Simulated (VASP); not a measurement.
**Sc3Al: single point with PBEsol**

Sc3Al:

```xyz
4
Lattice="4.4320 0.0000 0.0000 0.0000 4.4320 0.0000 0.0000 0.0000 4.4320" Properties=species:S:1:pos:R:3 pbc="T T T"
Sc    2.2160    0.0000    2.2160
Sc    0.0000    2.2160    2.2160
Sc    2.2160    2.2160    0.0000
Al    0.0000    0.0000    0.0000
```

* Program: VASP 6.6.1
* Task: single point
* Functional: PBEsol
* Potentials or basis: VASP PAW PBE potentials, release 64 (Sc_sv, Al)
* Cutoff: 520 eV
* k mesh: 5 × 5 × 5
* Occupations: fermi-dirac, width 0.1 eV
* Spin: no spin polarisation

| Property | Result |
| --- | --- |
| Pressure | -2.2 GPa |
| Band gap on the k mesh | zero (bands 18 and 19 overlap by 0.80 eV) |

Levels at points of the mesh, in eV from the Fermi level:
| k point | band 16 | band 17 | band 18 | band 19 | band 20 | band 21 |
| --- | --- | --- | --- | --- | --- | --- |
| (0.00, 0.00, 0.00) | -1.00 | -0.39 | -0.39 | -0.39 | 0.63 | 0.63 |

Run time: 46 s on 1 thread of Intel Xeon 8259CL, with other jobs on the host, peak memory 0.2 GiB.

Caveat: the PAW data sets were made with another functional, which shifts forces and pressure a little.
